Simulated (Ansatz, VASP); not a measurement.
Os: VASP beside Ansatz

```
Os
1.0
     2.73410    0.00000    0.00000
    -1.36705    2.36780    0.00000
     0.00000    0.00000    4.31970
Os
2
Direct
  0.66667 0.33333 0.75000
  0.33333 0.66667 0.25000
```

Alike in both runs: functional LDA; k mesh 11 × 11 × 6; occupations fermi-dirac, width 0.05 eV; non-collinear spin, spin-orbit coupling.

```csv
,VASP,Ansatz
version,VASP 6.6.1,Ansatz 0.2.0
potentials or method,"VASP PAW LDA potentials, release 64 (Os)",Ansatz PAW
plane-wave cutoff (eV),520,420
valence electrons in the cell,16,32
task,single point,band structure
```

```csv
,VASP,Ansatz,Ansatz less VASP
pressure (GPa),-7.6,-8.3,-0.72
"traceless stress, the component that is largest in VASP (GPa)",-0.68,-0.58,+0.099
```

LDA's correlation is that of Perdew and Zunger in VASP and of Perdew and Wang (1992) in Ansatz. VASP's potentials hold 16 valence electrons a cell and Ansatz's 32, so a difference there can come from the potentials and not from the codes.
